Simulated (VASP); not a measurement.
# W in VASP: a series of runs, part 2 of 2

VASP 6.6.1. The steps go on from the part before.

## (3) Single point, PBE (strain +0.000 along x and y, +0.040 along z)

File INCAR:

```
SYSTEM = W
PREC = Accurate
ENCUT = 520
EDIFF = 1E-7
ISMEAR = 0
SIGMA = 0.15
LREAL = .FALSE.
LASPH = .TRUE.
NELM = 80
ALGO = Fast
ISIF = 2
LWAVE = .FALSE.
LCHARG = .TRUE.
GGA = PE
LELF = .TRUE.
LVHAR = .TRUE.
NBANDS = 13
```

File KPOINTS:

```
regular mesh
0
G
  20 20 20
  0 0 0
```

File POSCAR:

```
W
1.0
   -1.5973000000      1.5973000000      1.6611920000
    1.5973000000     -1.5973000000      1.6611920000
    1.5973000000      1.5973000000     -1.6611920000
W
1
Direct
    0.0000000000      0.0000000000      0.0000000000
```

Potentials or basis: VASP PAW PBE potentials, release 64 (W_sv).

Run with:

```sh
$ cat potpaw_PBE.64/W_sv/POTCAR > POTCAR
$ mpirun -np 1 vasp_std > vasp.out
```

OUTCAR:

```text
SYSTEM = W
   PREC = Accurate
   ENCUT = 520
   EDIFF = 1E-7
   ISMEAR = 0
   LREAL = .FALSE.
   LASPH = .TRUE.
   NELM = 80
   ISIF = 2
   GGA = PE

 ion  position               nearest neighbor table
   1  0.000  0.000  0.000-

  LATTYP: Found a body centered tetragonal cell.
 ALAT       =     3.1946000000
 C/A-ratio  =     1.0400000000

  Lattice vectors:

 A1 = (  -1.5973000000,   1.5973000000,   1.6611920000)
 A2 = (   1.5973000000,  -1.5973000000,   1.6611920000)
 A3 = (   1.5973000000,   1.5973000000,  -1.6611920000)

Analysis of symmetry for initial positions (statically):
=====================================================================
 Subroutine PRICEL returns:
 Original cell was already a primitive cell.

 Routine SETGRP: Setting up the symmetry group for a
 body centered tetragonal supercell.

 Subroutine GETGRP returns: Found 16 space group operations
 (whereof 16 operations were pure point group operations)
 out of a pool of 16 trial point group operations.

The static configuration has the point symmetry D_4h.

Analysis of symmetry for dynamics (positions and initial velocities):
=====================================================================
 Subroutine PRICEL returns:
 Original cell was already a primitive cell.

 Routine SETGRP: Setting up the symmetry group for a
 body centered tetragonal supercell.

 Subroutine GETGRP returns: Found 16 space group operations
 (whereof 16 operations were pure point group operations)
 out of a pool of 16 trial point group operations.

The dynamic configuration has the point symmetry D_4h.

 Subroutine INISYM returns: Found 16 space group operations
 (whereof 16 operations are pure point group operations),
 and found     1 'primitive' translations

----------------------------------------------------------------------------------------

                                     Primitive cell

  volume of cell :      16.9532

  direct lattice vectors                    reciprocal lattice vectors
    -1.597300000  1.597300000  1.661192000     0.000000000  0.313028235  0.300988688
     1.597300000 -1.597300000  1.661192000     0.313028235  0.000000000  0.300988688
     1.597300000  1.597300000 -1.661192000     0.313028235  0.313028235  0.000000000

  length of vectors
     2.803978146  2.803978146  2.803978146     0.434258985  0.434258985  0.442688776

  position of ions in fractional coordinates (direct lattice)
     0.000000000  0.000000000  0.000000000

  ion indices of the primitive-cell ions
   primitive index   ion index
                 1           1

----------------------------------------------------------------------------------------

 KPOINTS: regular mesh

Automatic generation of k-mesh.
 Grid dimensions read from file:
 generate k-points for:   20   20   20

 Generating k-lattice:

  Cartesian coordinates                     Fractional coordinates (reciprocal lattice)
     0.000000000  0.015651412  0.015049434     0.050000000  0.000000000 -0.000000000
     0.015651412  0.000000000  0.015049434     0.000000000  0.050000000 -0.000000000
     0.015651412  0.015651412  0.000000000     0.000000000  0.000000000  0.050000000

  Length of vectors
     0.021712949  0.021712949  0.022134439

  Shift w.r.t. Gamma in fractional coordinates (k-lattice)
     0.000000000  0.000000000  0.000000000

 Subroutine IBZKPT returns following result:
 ===========================================

 Found    641 irreducible k-points:

 Following reciprocal coordinates:
            Coordinates               Weight
  0.000000  0.000000  0.000000      1.000000
  0.050000 -0.000000  0.000000      8.000000
  0.100000  0.000000  0.000000      8.000000
  0.150000  0.000000  0.000000      8.000000
  0.200000  0.000000  0.000000      8.000000
  0.250000  0.000000 -0.000000      8.000000
[... 16 lines left out ...]
 -0.400000  0.050000  0.000000     16.000000
 -0.350000  0.050000  0.000000     16.000000
 [... further k-points ...]
   k-points           NKPTS =    641   k-points in BZ     NKDIM =    641   number of bands    NBANDS=     13
   number of dos      NEDOS =    301   number of ions     NIONS =      1
   total plane-waves  NPLWV =  13824
   dimension x,y,z NGX =    24 NGY =   24 NGZ =   24
   dimension x,y,z NGXF=    48 NGYF=   48 NGZF=   48
   ions per type =               1
   NGX,Y,Z   is equivalent  to a cutoff of  14.23, 14.23, 14.23 a.u.
   NGXF,Y,Z  is equivalent  to a cutoff of  28.46, 28.46, 28.46 a.u.
 SYSTEM =  W
   PREC   = accura    normal or accurate (medium, high low for compatibility)
   ISTART =      0    job   : 0-new  1-cont  2-samecut
   ICHARG =      2    charge: 1-file 2-atom 10-const
   ISPIN  =      1    spin polarized calculation?
   LNONCOLLINEAR =      F non collinear calculations
   LSORBIT =      F    spin-orbit coupling
   LASPH  =      T    aspherical Exc in radial PAW
   ENCUT  =  520.0 eV  38.22 Ry    6.18 a.u.   5.21  5.21  5.21*2*pi/ulx,y,z
   NELM   =     80;   NELMIN=  2; NELMDL= -5     # of ELM steps
   EDIFF  = 0.1E-06   stopping-criterion for ELM
   LREAL  =      F    real-space projection
   EDIFFG = 0.1E-05   stopping-criterion for IOM
   NSW    =      0    number of steps for IOM
   IBRION =     -1    ionic relax: 0-MD 1-quasi-New 2-CG
   NFREE  =      0    steps in history (QN), initial steepest desc. (CG)
   ISIF   =      2    stress and relaxation
   ISYM   =      2    0-nonsym 1-usesym 2-fastsym
   POTIM  = 0.5000    time-step for ionic-motion
   TEBEG  =    0.0;   TEEND  =   0.0 temperature during run
   PSTRESS=    0.0 pullay stress
   NELECT =      14.0000    total number of electrons
   NUPDOWN=      -1.0000    fix difference up-down
   EMIN   =  10.00;   EMAX   =-10.00  energy-range for DOS
   EFERMI =   0.00;   METHOD = LEGACY
   ISMEAR =     0;   SIGMA  =   0.15  broadening in eV -4-tet -1-fermi 0-gaus
   EFERMI_NEDOS =   21; number of points for ismear=-14 and -15
   IALGO  =     68    algorithm
   IMIX   =      4    mixing-type and parameters
     AMIX     =   0.40;   BMIX     =  1.00
     AMIX_MAG =   1.60;   BMIX_MAG =  1.00
  volume/ion in A,a.u.               =      16.95       114.41
  Fermi-wavevector in a.u.,A,eV,Ry     =   1.535913  2.902454 32.096528  2.359028
  Thomas-Fermi vector in A             =   2.642635
   LORBIT       =      0    0 simple, 1 ext, 2 COOP (PROOUT), +10 PAW based schemes
   GGA     = PE    functional components
   LHFCALC =     F    Hartree Fock is set to
   AEXX    =    0.0000 exact exchange contribution
   IVDW    =     0    specifies the selected vdW correction
   LEPSILON=     F    determine dielectric tensor
   LRPA    =     F    only Hartree local field effects (RPA)
 non-spin polarized calculation
 RMM-DIIS sequential band-by-band and
 Gauss-broadening in eV      SIGMA  =   0.15
  energy-cutoff  :      520.00
  volume of cell :       16.95
 maximum number of plane-waves:       474
 NGX is ok and might be reduce to    24
   NGX = 11   NGY = 11   NGZ = 11

 number of electron      14.0000000 magnetization

 Free energy of the ion-electron system (eV)
  ---------------------------------------------------
  ext. energy  EPLUGINS =         0.00000000
  ---------------------------------------------------
  free energy    TOTEN  =       -12.91094171 eV

  energy without entropy =      -12.90615763  energy(sigma->0) =      -12.90854967

 E-fermi :  10.5139     XC(G=0): -13.2643

 val. band max:       10.4998614450   @ k =  -0.2500   0.3500   0.1500
 cond. band min:      10.5164884523   @ k =   0.4500   0.0500   0.0500
 fundamental gap:      0.0166270074
 Fermi energy:        10.5139488910

 k-point     1 :       0.0000    0.0000    0.0000
  band No.  band energies     occupation
      1     -63.7845      2.00000
      2     -27.4448      2.00000
      3     -27.4294      2.00000
      4     -27.4294      2.00000
      5       1.2348      2.00000
      6       9.2312      2.00000
      7       9.2312      2.00000
      8       9.6957      2.00000
      9      12.2722      0.00000
     10      12.8831      0.00000
     11      24.4009      0.00000
     12      25.1091      0.00000
     13      25.1091      0.00000
[... 353 lines left out ...]
 k-point    24 :      -0.3500    0.0500    0.0000
  band No.  band energies     occupation
      1     -63.7122      2.00000
      2     -28.2022      2.00000
      3     -27.6718      2.00000
      4     -27.4477      2.00000
      5       4.3838      2.00000
      6       7.8836      2.00000
      7       8.8355      2.00000
      8      11.9649      0.00000
      9      13.1200      0.00000
     10      13.5531      0.00000
     11      23.6636      0.00000
     12      23.7452      0.00000
     13      30.3566      0.00000

 [... further k-points ...]
[... 5 lines left out ...]
  --------------------------------------------------------------------------------------
  -------------------------------------------------------------------------------------
  Total       -0.9857662     -0.9857662     -2.1535907      0.0000000     -0.0000000      0.0000000
  in kB      -93.1604715    -93.1604715   -203.5264947      0.0000000     -0.0000000      0.0000000
  external PRESSURE =    -129.9491459 kB  Pullay stress =       0.0000000 kB

 VOLUME and BASIS-vectors are now :
 -----------------------------------------------------------------------------
  energy-cutoff  :      520.00
  volume of cell :       16.95
      direct lattice vectors                 reciprocal lattice vectors
    -1.597300000  1.597300000  1.661192000     0.000000000  0.313028235  0.300988688
     1.597300000 -1.597300000  1.661192000     0.313028235  0.000000000  0.300988688
     1.597300000  1.597300000 -1.661192000     0.313028235  0.313028235  0.000000000

 POSITION                                       TOTAL-FORCE (eV/Angst)
 -----------------------------------------------------------------------------------
      0.00000      0.00000      0.00000         0.000000     -0.000000      0.000000
 -----------------------------------------------------------------------------------
    total drift:                               -0.000000     -0.000000      0.000000

  FREE ENERGIE OF THE ION-ELECTRON SYSTEM (eV)
  ---------------------------------------------------
  free  energy   TOTEN  =       -12.9109417081 eV

  energy  without entropy=      -12.9061576262  energy(sigma->0) =      -12.90854967
```

OSZICAR:

```text
N       E                     dE             d eps       ncg     rms          rms(c)
DAV:   1     0.851852520042E+02    0.85185E+02   -0.74717E+03 16687   0.121E+03
DAV:   2    -0.118897165563E+02   -0.97075E+02   -0.93252E+02 18821   0.315E+02
DAV:   3    -0.135797540409E+02   -0.16900E+01   -0.16827E+01 18166   0.403E+01
DAV:   4    -0.135871888570E+02   -0.74348E-02   -0.74347E-02 18426   0.295E+00
DAV:   5    -0.135872561780E+02   -0.67321E-04   -0.67320E-04 18516   0.265E-01    0.185E+01
RMM:   6    -0.130460381048E+02    0.54122E+00   -0.46219E-01 18040   0.628E+00    0.730E+00
RMM:   7    -0.129138157105E+02    0.13222E+00   -0.32238E-01 18138   0.522E+00    0.104E+00
RMM:   8    -0.129112525513E+02    0.25632E-02   -0.12612E-02 20645   0.120E+00    0.262E-01
RMM:   9    -0.129109565246E+02    0.29603E-03   -0.19666E-03 19964   0.519E-01    0.256E-02
RMM:  10    -0.129109506470E+02    0.58776E-05   -0.30958E-04 20641   0.207E-01    0.107E-02
RMM:  11    -0.129109411442E+02    0.95028E-05   -0.26505E-05 21648   0.657E-02    0.190E-03
RMM:  12    -0.129109417552E+02   -0.61097E-06   -0.55399E-06 21685   0.303E-02    0.131E-03
RMM:  13    -0.129109415791E+02    0.17609E-06   -0.89050E-07 19545   0.124E-02    0.806E-04
RMM:  14    -0.129109417218E+02   -0.14275E-06   -0.26823E-07 15936   0.612E-03    0.360E-04
RMM:  15    -0.129109417081E+02    0.13720E-07   -0.36346E-08 11260   0.236E-03
   1 F= -.12910942E+02 E0= -.12908550E+02  d E =-.478408E-02
```

stdout:

```text
POSCAR found type information on POSCAR W
 POSCAR found :  1 types and       1 ions
 scaLAPACK will be used
 LDA part: xc-table for (Slater+PW92), standard interpolation
 POSCAR, INCAR and KPOINTS ok, starting setup
 FFT: planning ... GRIDC
 FFT: planning ... GRID_SOFT
 FFT: planning ... GRID
 WAVECAR not read
 entering main loop
WARNING in EDDRMM: call to ZHEGV failed, returncode =   8  4     11
WARNING in EDDRMM: call to ZHEGV failed, returncode =   8  4     13
WARNING in EDDRMM: call to ZHEGV failed, returncode =   6  3     12
WARNING in EDDRMM: call to ZHEGV failed, returncode =   8  4     11
WARNING in EDDRMM: call to ZHEGV failed, returncode =   8  4     13
WARNING in EDDRMM: call to ZHEGV failed, returncode =   6  3     12
WARNING in EDDRMM: call to ZHEGV failed, returncode =   8  4     13
WARNING in EDDRMM: call to ZHEGV failed, returncode =   8  4     13
```

Wall time 1.9 min (1 thread of AMD EPYC 9R45 (Zen 5), shared host); peak memory 0.22 GiB.

What came out:

```
Free energy            : -12.9109 eV
Pressure               : -13.0 GPa
Band gap on the k mesh : zero (band 7 reaches 15.09 eV, above the bottom of band 8 at 9.63 eV)
```

Stress tensor (GPa, compression positive):
```
 -9.32   0.00   0.00
  0.00  -9.32   0.00
  0.00   0.00 -20.35
```

Levels at points of the mesh, in eV from the Fermi level:
```tsv
k point	band 4	band 5	band 6	band 7	band 8	band 9	band 10	band 11
(0.00, 0.00, 0.00)	-37.94	-9.28	-1.28	-1.28	-0.82	1.76	2.37	13.89
(0.50, 0.00, 0.00)	-37.95	-5.88	-3.10	0.37	1.63	2.84	5.49	9.91
(0.50, 0.50, 0.00)	-37.97	-5.85	-3.59	0.65	2.35	3.05	5.61	10.20
(0.50, 0.50, 0.50)	-38.64	-5.39	-5.28	4.58	4.73	4.73	7.02	8.06
```

Caveat: the cell differs from its parent crystal (strain +0.000 along x and y, +0.040 along z); spin-orbit coupling is left out, which moves the levels of the heavy elements.

## (4) Single point, PBE (strain +0.040 along x and y, +0.000 along z)

File INCAR:

```
SYSTEM = W
PREC = Accurate
ENCUT = 520
EDIFF = 1E-7
ISMEAR = 0
SIGMA = 0.15
LREAL = .False.
LASPH = .True.
NELM = 60
ALGO = Fast
ISIF = 2
LWAVE = .False.
LCHARG = .False.
GGA = PE
NBANDS = 13
```

File KPOINTS:

```
Automatic mesh
0
Gamma
  20 20 20
  0 0 0
```

File POSCAR:

```
W
1.0
   -1.6611920000      1.6611920000      1.5973000000
    1.6611920000     -1.6611920000      1.5973000000
    1.6611920000      1.6611920000     -1.5973000000
W
1
Direct
    0.0000000000      0.0000000000      0.0000000000
```

Potentials or basis: VASP PAW PBE potentials, release 64 (W_sv).

Run with:

```sh
$ cat potpaw_PBE.64/W_sv/POTCAR > POTCAR
$ mpirun -np 1 vasp_std > vasp.out
```

OUTCAR:

```text
SYSTEM = W
   PREC = Accurate
   ENCUT = 520
   EDIFF = 1E-7
   ISMEAR = 0
   LREAL = .False.
   LASPH = .True.
   NELM = 60
   ISIF = 2
   GGA = PE

 ion  position               nearest neighbor table
   1  0.000  0.000  0.000-

  LATTYP: Found a body centered tetragonal cell.
 ALAT       =     3.3223840000
 C/A-ratio  =     0.9615384615

  Lattice vectors:

[... 556 lines left out ...]
      2     -28.7256      2.00000
      3     -28.3018      2.00000
      4     -28.0816      2.00000
      5       4.0701      2.00000
      6       7.2262      2.00000
      7       8.4171      2.00000
      8      11.7808      0.00000
      9      12.3226      0.00000
     10      12.8579      0.00000
     11      22.4713      0.00000
     12      23.6876      0.00000
     13      28.5161      0.00000

 [... further k-points ...]
[... 5 lines left out ...]
  --------------------------------------------------------------------------------------
  -------------------------------------------------------------------------------------
  Total       -2.7919479     -2.7919479     -1.6366447      0.0000000      0.0000000      0.0000000
  in kB     -253.7065859   -253.7065859   -148.7232382      0.0000000      0.0000000      0.0000000
  external PRESSURE =    -218.7121367 kB  Pullay stress =       0.0000000 kB

 VOLUME and BASIS-vectors are now :
 -----------------------------------------------------------------------------
  energy-cutoff  :      520.00
  volume of cell :       17.63
      direct lattice vectors                 reciprocal lattice vectors
    -1.661192000  1.661192000  1.597300000     0.000000000  0.300988688  0.313028235
     1.661192000 -1.661192000  1.597300000     0.300988688  0.000000000  0.313028235
     1.661192000  1.661192000 -1.597300000     0.300988688  0.300988688  0.000000000

 POSITION                                       TOTAL-FORCE (eV/Angst)
 -----------------------------------------------------------------------------------
      0.00000      0.00000      0.00000        -0.000000      0.000000      0.000000
 -----------------------------------------------------------------------------------
    total drift:                               -0.000000     -0.000000      0.000000

  FREE ENERGIE OF THE ION-ELECTRON SYSTEM (eV)
  ---------------------------------------------------
  free  energy   TOTEN  =       -12.8363128259 eV

  energy  without entropy=      -12.8318617047  energy(sigma->0) =      -12.83408727
```

stdout:

```text
POSCAR found type information on POSCAR W
 POSCAR found :  1 types and       1 ions
 scaLAPACK will be used
 LDA part: xc-table for (Slater+PW92), standard interpolation
 POSCAR, INCAR and KPOINTS ok, starting setup
 FFT: planning ... GRIDC
 FFT: planning ... GRID_SOFT
 FFT: planning ... GRID
 WAVECAR not read
 entering main loop
WARNING in EDDRMM: call to ZHEGV failed, returncode =   6  3     11
```

It took 98 s on 1 thread of AMD EPYC 9R45 (Zen 5), shared host; peak memory 0.22 GiB.

What came out:

```
Free energy            : -12.8363 eV
Pressure               : -21.9 GPa
Band gap on the k mesh : zero (band 7 reaches 14.35 eV, above the bottom of band 8 at 8.97 eV)
```

Caveat: the cell differs from its parent crystal (strain +0.040 along x and y, +0.000 along z); spin-orbit coupling is left out, which moves the levels of the heavy elements.

## (5) Single point, PBE (strain +0.040 along x and y, +0.080 along z)

File INCAR:

```
PREC = Accurate
ENCUT = 520
EDIFF = 1E-6
ISMEAR = 0
SIGMA = 0.15
LREAL = False
LASPH = True
NELM = 100
ALGO = Fast
ISIF = 2
LWAVE = False
LCHARG = False
GGA = PE
NBANDS = 13
```

File KPOINTS:

```
regular mesh
0
Gamma
  20 20 20
```

File POSCAR:

```
W
1.0
   -1.6611920000      1.6611920000      1.7250840000
    1.6611920000     -1.6611920000      1.7250840000
    1.6611920000      1.6611920000     -1.7250840000
W
1
Direct
    0.0000000000      0.0000000000      0.0000000000
```

Run with:

```sh
$ cat potpaw_PBE.64/W_sv/POTCAR > POTCAR
$ mpirun -np 1 vasp_std > vasp.out
```

Wall time 89 s (1 thread of AMD EPYC 9R45 (Zen 5), shared host); peak memory 0.23 GiB.

Results (log left out):

```yaml
Free_energy: -12.5835 eV
Pressure: -34.9 GPa
Band_gap_on_the_k_mesh: zero (band 7 reaches 12.84 eV, above the bottom of band 8 at 8.22 eV)
```

Stress tensor (GPa, compression positive):
```
-32.33   0.00   0.00
  0.00 -32.33   0.00
  0.00   0.00 -40.09
```

Levels at points of the mesh, in eV from the Fermi level:
| k point | band 5 | band 6 | band 7 | band 8 | band 9 | band 10 |
| --- | --- | --- | --- | --- | --- | --- |
| (0.00, 0.00, 0.00) | -8.60 | -1.09 | -1.09 | -0.71 | 1.56 | 2.05 |
| (0.50, 0.00, 0.00) | -5.20 | -2.65 | 0.16 | 1.40 | 2.41 | 4.61 |
| (0.50, 0.50, 0.00) | -5.15 | -3.05 | 0.40 | 1.97 | 2.58 | 4.71 |
| (0.50, 0.50, 0.50) | -4.56 | -4.47 | 3.87 | 3.99 | 3.99 | 6.31 |

Caveat: the cell differs from its parent crystal (strain +0.040 along x and y, +0.080 along z); spin-orbit coupling is left out, which moves the levels of the heavy elements.

## (6) Summary

| cell | gap on the mesh (eV) | pressure (GPa) |
| --- | --- | --- |
| a = 2.988 Å, angles 109.5°, 1 atom | none | -43.4 |
| a = 2.804 Å, angles 110.5, 110.5, 107.3°, 1 atom | none | -13.0 |
| a = 2.841 Å, angles 108.4, 108.4, 111.6°, 1 atom | none | -21.9 |
| a = 2.915 Å, angles 110.5, 110.5, 107.4°, 1 atom | none | -34.9 |

Alike in all rows: task single point; level PBE; potentials or basis VASP PAW PBE potentials, release 64 (W_sv); no spin polarisation; k mesh 20 × 20 × 20; cutoff (eV) 520; smearing gaussian 0.15 eV.

Caveats: spin-orbit coupling is left out, which moves the levels of the heavy elements.

Absolute energies hang on the potentials; compare differences alone.
